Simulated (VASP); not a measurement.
A run of VASP 6.6.1:

Contents of INCAR:

```
SYSTEM = Zn
PREC = Accurate ; ENCUT = 520
EDIFF = 1E-6 ; ISMEAR = 0
SIGMA = 0.05 ; LREAL = .False.
LASPH = .True. ; NELM = 60
ALGO = Normal ; ISIF = 2
LWAVE = .False. ; LCHARG = .True.
GGA = PS ; LELF = .True.
LVHAR = .True. ; NBANDS = 19
```

Contents of KPOINTS:

```
regular mesh
0
Gamma
  10 10 5
  0 0 0
```

POSCAR

```
Zn
1.0
    2.6037505432      0.0000000000      0.0000000000
   -1.3018752716      2.2549141156      0.0000000000
    0.0000000000      0.0000000000      4.8412803339
Zn
2
Direct
    0.3333333333      0.6666666667      0.2500000000
    0.6666666667      0.3333333333      0.7500000000
```

Potentials or basis: VASP PAW PBE potentials, release 64 (Zn).

The run is started by

```console
$ cat potpaw_PBE.64/Zn/POTCAR > POTCAR
$ mpirun -np 1 vasp_std > vasp.out
```

Hardware: 1 thread of AMD EPYC 7R43 64-Core Processor (Zen 3), with other jobs on the host.

Question: How long does it take, and how much memory?

Answer: Run time: 18 s on 1 thread of AMD EPYC 7R43 64-Core Processor (Zen 3), with other jobs on the host, peak memory 0.11 GiB. Counts: scf iterations 11, k points 42.
